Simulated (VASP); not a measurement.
Input of a VASP 6.6.1 run:

INCAR

```
SYSTEM = BeCd2Te3
PREC = Accurate
ENCUT = 600
EDIFF = 1E-6
ISMEAR = 0
SIGMA = 0.1
LREAL = .False.
LASPH = .True.
NELM = 120
ALGO = Normal
ISIF = 2
LWAVE = .False.
LCHARG = .False.
GGA = PE
NBANDS = 31
GGA_COMPAT = .False.
```

File KPOINTS:

```
Automatic mesh
0
Gamma
  3 3 4
  0 0 0
```

File POSCAR:

```
BeCd2Te3
1.0
    6.6213314400      0.0000000000      0.0000000000
   -3.3106657200      5.7342412400      0.0000000000
    0.0000000000      0.0000000000      4.5426472400
Be Cd Te
1 2 3
Direct
    0.0000000000      0.0000000000      0.0000000000
    0.3333333300      0.6666666700      0.5000000000
    0.6666666700      0.3333333300      0.5000000000
    0.5000000000      0.0000000000      0.5000000000
    0.0000000000      0.5000000000      0.5000000000
    0.5000000000      0.5000000000      0.5000000000
```

Potentials or basis: VASP PAW PBE potentials, release 64 (Be, Cd, Te).

Run with:

```bash
$ cat potpaw_PBE.64/Be/POTCAR potpaw_PBE.64/Cd/POTCAR potpaw_PBE.64/Te/POTCAR > POTCAR
$ mpirun -np 1 vasp_std > vasp.out
```

Estimate the band gap on the k mesh.

zero (bands 22 and 23 overlap by 1.70 eV).

Predict the pressure.

112.0 GPa.

Stress tensor (GPa, compression positive):
```
168.00   0.00   0.00
  0.00 168.00   0.00
  0.00   0.00   0.05
```

Caveat: the k points lie up to 0.37 Å⁻¹ apart, too coarse for converged energies and pressures of a metal; atoms lie so close that the PAW spheres overlap strongly, which falsifies energies and pressures; spin-orbit coupling is left out, which moves the levels of the heavy elements.
